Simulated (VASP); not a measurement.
# MoSe (Fm-3m) in VASP: notebook, part 2 of 2

VASP 6.6.1. The steps go on from the part before.

**4. Single point, PBE**

This run uses another cell than the first one, of 18.49 Å³/atom, 1.083 times its volume.

Contents of INCAR:

```
SYSTEM = MoSe
PREC = Accurate
ENCUT = 500
EDIFF = 1E-6
ISMEAR = 0
SIGMA = 0.1
LREAL = .False.
LASPH = .True.
NELM = 120
ALGO = Normal
ISIF = 2
LWAVE = .False.
LCHARG = .False.
GGA = PE
NBANDS = 17
GGA_COMPAT = .False.
```

Contents of KPOINTS:

```
regular mesh
0
Gamma
  14 14 14
  0 0 0
```

Contents of POSCAR:

```
MoSe
1.0
    0.0000000000      2.6445109137      2.6445109137
    2.6445109137      0.0000000000      2.6445109137
    2.6445109137      2.6445109137      0.0000000000
Mo Se
1 1
Direct
    0.0000000000      0.0000000000      0.0000000000
    0.5000000000      0.5000000000      0.5000000000
```

Potentials or basis: VASP PAW PBE potentials, release 64 (Mo_sv, Se).

Started as:

```
$ cat potpaw_PBE.64/Mo_sv/POTCAR potpaw_PBE.64/Se/POTCAR > POTCAR
$ mpirun -np 1 vasp_std > vasp.out
```

OUTCAR:

```text
SYSTEM = MoSe
   PREC = Accurate
   ENCUT = 500
   EDIFF = 1E-6
   ISMEAR = 0
   LREAL = .False.
   LASPH = .True.
   NELM = 120
   ISIF = 2
   GGA = PE

 ion  position               nearest neighbor table
   1  0.000  0.000  0.000-   2 2.64   2 2.64   2 2.64   2 2.64   2 2.64   2 2.64
   2  0.500  0.500  0.500-   1 2.64   1 2.64   1 2.64   1 2.64   1 2.64   1 2.64

  LATTYP: Found a face centered cubic cell.
 ALAT       =     5.2890218274

  Lattice vectors:

 A1 = (   0.0000000000,   2.6445109137,   2.6445109137)
 A2 = (   2.6445109137,   0.0000000000,   2.6445109137)
 A3 = (   2.6445109137,   2.6445109137,   0.0000000000)

Analysis of symmetry for initial positions (statically):
=====================================================================
 Subroutine PRICEL returns:
 Original cell was already a primitive cell.

 Routine SETGRP: Setting up the symmetry group for a
 face centered cubic supercell.

 Subroutine GETGRP returns: Found 48 space group operations
 (whereof 48 operations were pure point group operations)
 out of a pool of 48 trial point group operations.

The static configuration has the point symmetry O_h .

Analysis of symmetry for dynamics (positions and initial velocities):
=====================================================================
 Subroutine PRICEL returns:
 Original cell was already a primitive cell.

 Routine SETGRP: Setting up the symmetry group for a
 face centered cubic supercell.

 Subroutine GETGRP returns: Found 48 space group operations
 (whereof 48 operations were pure point group operations)
 out of a pool of 48 trial point group operations.

The dynamic configuration has the point symmetry O_h .

 Subroutine INISYM returns: Found 48 space group operations
 (whereof 48 operations are pure point group operations),
 and found     1 'primitive' translations

----------------------------------------------------------------------------------------

                                     Primitive cell
[... 110 lines left out ...]
     AMIX     =   0.40;   BMIX     =  1.00
     AMIX_MAG =   1.60;   BMIX_MAG =  1.00
  volume/ion in A,a.u.               =      18.49       124.81
  Fermi-wavevector in a.u.,A,eV,Ry     =   1.333714  2.520355 24.201959  1.778794
  Thomas-Fermi vector in A             =   2.462551
   LORBIT       =      0    0 simple, 1 ext, 2 COOP (PROOUT), +10 PAW based schemes
   GGA     = PE    functional components
   LHFCALC =     F    Hartree Fock is set to
   AEXX    =    0.0000 exact exchange contribution
   IVDW    =     0    specifies the selected vdW correction
   LEPSILON=     F    determine dielectric tensor
   LRPA    =     F    only Hartree local field effects (RPA)
 non-spin polarized calculation
 Gauss-broadening in eV      SIGMA  =   0.10
  energy-cutoff  :      500.00
  volume of cell :       36.99
 maximum number of plane-waves:       960
   NGX = 13   NGY = 13   NGZ = 13

 number of electron      19.9999998 magnetization

 Free energy of the ion-electron system (eV)
  ---------------------------------------------------
  ext. energy  EPLUGINS =         0.00000000
  ---------------------------------------------------
  free energy    TOTEN  =       -13.27561190 eV

  energy without entropy =      -13.25966552  energy(sigma->0) =      -13.26763871

 E-fermi :   9.0946     XC(G=0): -11.5773

 val. band max:        9.0602867115   @ k =  -0.4286   0.2143   0.0000
 cond. band min:       9.0989277712   @ k =   0.5000   0.2143   0.0714
 fundamental gap:      0.0386410597
 Fermi energy:         9.0945593352

 k-point     1 :       0.0000    0.0000    0.0000
  band No.  band energies     occupation
      1     -52.1736      2.00000
      2     -26.2719      2.00000
      3     -26.2719      2.00000
      4     -26.2719      2.00000
      5      -6.6107      2.00000
      6       6.8449      2.00000
[... 457 lines left out ...]
      4     -26.2817      2.00000
      5      -5.9186      2.00000
      6       3.2037      2.00000
[... 9 lines left out ...]
     16      17.5589      0.00000
     17      18.3345      0.00000

 [... further k-points ...]

------------------------ aborting loop because EDIFF is reached ----------------------------------------

  FORCE on cell =-STRESS in cart. coord.  units (eV):
  Direction    XX          YY          ZZ          XY          YZ          ZX
  --------------------------------------------------------------------------------------
  -------------------------------------------------------------------------------------
  Total       -1.1024757     -1.1024757     -1.1024757      0.0000000      0.0000000     -0.0000000
  in kB      -47.7544147    -47.7544147    -47.7544147      0.0000000      0.0000000     -0.0000000
  external PRESSURE =     -47.7544147 kB  Pullay stress =       0.0000000 kB

 VOLUME and BASIS-vectors are now :
 -----------------------------------------------------------------------------
  energy-cutoff  :      500.00
  volume of cell :       36.99
      direct lattice vectors                 reciprocal lattice vectors
     0.000000000  2.644510914  2.644510914    -0.189070878  0.189070878  0.189070878
     2.644510914  0.000000000  2.644510914     0.189070878 -0.189070878  0.189070878
     2.644510914  2.644510914  0.000000000     0.189070878  0.189070878 -0.189070878

 POSITION                                       TOTAL-FORCE (eV/Angst)
 -----------------------------------------------------------------------------------
      0.00000      0.00000      0.00000         0.000000     -0.000000     -0.000000
      2.64451      2.64451      2.64451        -0.000000      0.000000      0.000000
 -----------------------------------------------------------------------------------
    total drift:                               -0.000000      0.000000      0.000000

  FREE ENERGIE OF THE ION-ELECTRON SYSTEM (eV)
  ---------------------------------------------------
  free  energy   TOTEN  =       -13.2756119023 eV

  energy  without entropy=      -13.2596655231  energy(sigma->0) =      -13.26763871
```

OSZICAR:

```text
N       E                     dE             d eps       ncg     rms          rms(c)
DAV:   1     0.130014948025E+03    0.13001E+03   -0.10270E+04  3536   0.109E+03
DAV:   2    -0.104836442948E+02   -0.14050E+03   -0.13746E+03  4485   0.296E+02
DAV:   3    -0.137442576975E+02   -0.32606E+01   -0.32278E+01  4044   0.422E+01
DAV:   4    -0.137587418636E+02   -0.14484E-01   -0.14478E-01  4217   0.317E+00
DAV:   5    -0.137588122425E+02   -0.70379E-04   -0.70378E-04  4016   0.225E-01    0.115E+01
DAV:   6    -0.133042296842E+02    0.45458E+00   -0.24051E+00  3598   0.105E+01    0.455E+00
DAV:   7    -0.132783246375E+02    0.25905E-01   -0.13406E-01  3632   0.290E+00    0.294E+00
DAV:   8    -0.132755762614E+02    0.27484E-02   -0.17856E-02  3915   0.862E-01    0.318E-01
DAV:   9    -0.132756020151E+02   -0.25754E-04   -0.19903E-04  3963   0.113E-01    0.170E-01
DAV:  10    -0.132756130310E+02   -0.11016E-04   -0.21742E-04  3879   0.110E-01    0.262E-02
DAV:  11    -0.132756131950E+02   -0.16398E-06   -0.16057E-05  3886   0.340E-02    0.207E-02
DAV:  12    -0.132756120019E+02    0.11931E-05   -0.15086E-06  2631   0.869E-03    0.251E-03
DAV:  13    -0.132756119023E+02    0.99610E-07   -0.56502E-08  1874   0.174E-03
   1 F= -.13275612E+02 E0= -.13267639E+02  d E =-.159464E-01
```

Wall time 44 s (1 thread of Intel Xeon Platinum 8488C (Sapphire Rapids), shared host); peak memory 0.2 GiB.

What came out:

| Quantity | Value |
| --- | --- |
| Free energy | -13.2756 eV |
| Pressure | -4.8 GPa |
| Band gap on the k mesh | zero (band 10 reaches 9.34 eV, above the bottom of band 11 at 7.28 eV) |

Levels at points of the mesh, in eV from the Fermi level:
```tsv
k point	band 6	band 7	band 8	band 9	band 10	band 11	band 12	band 13	band 14	band 15
(0.00, 0.00, 0.00)	-2.25	-2.25	-2.25	-1.82	-1.82	-1.82	-1.46	-1.46	2.41	8.08
(0.50, 0.00, 0.00)	-7.64	-5.35	-5.35	-0.06	-0.06	0.52	2.56	4.43	4.43	6.24
(0.50, 0.50, 0.00)	-6.09	-3.72	-3.72	-3.32	-0.67	0.50	0.50	1.28	2.50	9.31
```

**5. The runs side by side**

| cell | gap on the mesh (eV) | pressure (GPa) |
| --- | --- | --- |
| a = 3.641 Å, angles 60.0°, 2 atoms | none | 6.6 |
| a = 3.691 Å, angles 60.0°, 2 atoms | none | 0.3 |
| a = 3.740 Å, angles 60.0°, 2 atoms | none | -4.8 |

Alike in all rows: task single point; level PBE; potentials or basis VASP PAW PBE potentials, release 64 (Mo_sv, Se); no spin polarisation; k mesh 14 × 14 × 14; cutoff (eV) 500; smearing gaussian 0.1 eV.

Total energies depend on the potentials used, so only differences within one code and one set of settings carry meaning.
